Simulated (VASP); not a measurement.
TiB: single point with r2SCAN

The system is TiB.

```
Ti B
1.0
     5.91187    0.00000    0.00000
     0.00000    2.95963    0.00000
     0.00000    0.00000    4.40759
Ti B
4 4
Cartesian
  1.0448 0.7399 0.5302
  4.8671 2.2197 3.8774
  1.9112 2.2197 2.7340
  4.0007 0.7399 1.6736
  0.1832 0.7399 2.6542
  5.7287 2.2197 1.7534
  2.7727 2.2197 0.4504
  3.1391 0.7399 3.9572
```

```yaml
Program: VASP 6.6.1
Task: single point
Functional: r2SCAN
Potentials_or_basis: VASP PAW PBE potentials, release 64 (Ti_sv, B)
Cutoff: 520 eV
k_mesh: 6 × 12 × 8
Occupations: gaussian, width 0.1 eV
Spin: no spin polarisation
Dipole_correction: no
Further_INCAR_settings: ALGO = Normal; EDIFF = 1e-07; NBANDS = 40
```

- Pressure: 25.3 GPa
- Largest force: 0.011 eV/Å
- Band gap on the k mesh: zero (bands 30 and 31 overlap by 2.01 eV)

Forces on the atoms (eV/Å):
```
Ti  -0.007  0.000 -0.009
Ti   0.007  0.000  0.009
Ti   0.007  0.000 -0.009
Ti  -0.007  0.000  0.009
B    0.004  0.000  0.005
B   -0.004  0.000 -0.005
B   -0.004  0.000  0.005
B    0.004  0.000 -0.005
```

Stress tensor (GPa, compression positive):
```
25.39  0.00  0.00
 0.00 25.25  0.00
 0.00  0.00 25.30
```

Levels at points of the mesh, in eV from the Fermi level:
| k point | band 28 | band 29 | band 30 | band 31 | band 32 | band 33 |
| --- | --- | --- | --- | --- | --- | --- |
| (0.00, 0.00, 0.00) | -0.73 | 0.80 | 0.95 | 1.15 | 1.46 | 1.79 |
| (0.50, 0.00, 0.00) | -1.26 | 0.61 | 0.61 | 0.96 | 0.96 | 2.07 |
| (0.00, 0.50, 0.00) | -2.21 | -0.96 | -0.96 | -0.39 | -0.39 | 3.59 |
| (0.50, 0.50, 0.00) | -2.19 | -0.81 | -0.81 | -0.81 | -0.81 | 3.90 |
| (0.00, 0.00, 0.50) | -1.06 | -0.10 | -0.10 | 1.92 | 1.92 | 2.49 |
| (0.50, 0.00, 0.50) | -1.46 | 0.35 | 0.35 | 1.25 | 1.25 | 2.36 |
| (0.00, 0.50, 0.50) | -1.50 | 0.06 | 0.06 | 0.76 | 0.76 | 1.21 |
| (0.50, 0.50, 0.50) | -1.92 | -0.52 | -0.52 | -0.52 | -0.52 | 2.96 |

It took 13 min on 1 thread of Intel(R) Xeon(R) 6975P-C (Granite Rapids), with other jobs on the host, peak memory 0.43 GiB.

Caveat: the cell stands under pressure; the PAW data sets were made with another functional, which shifts forces and pressure a little.
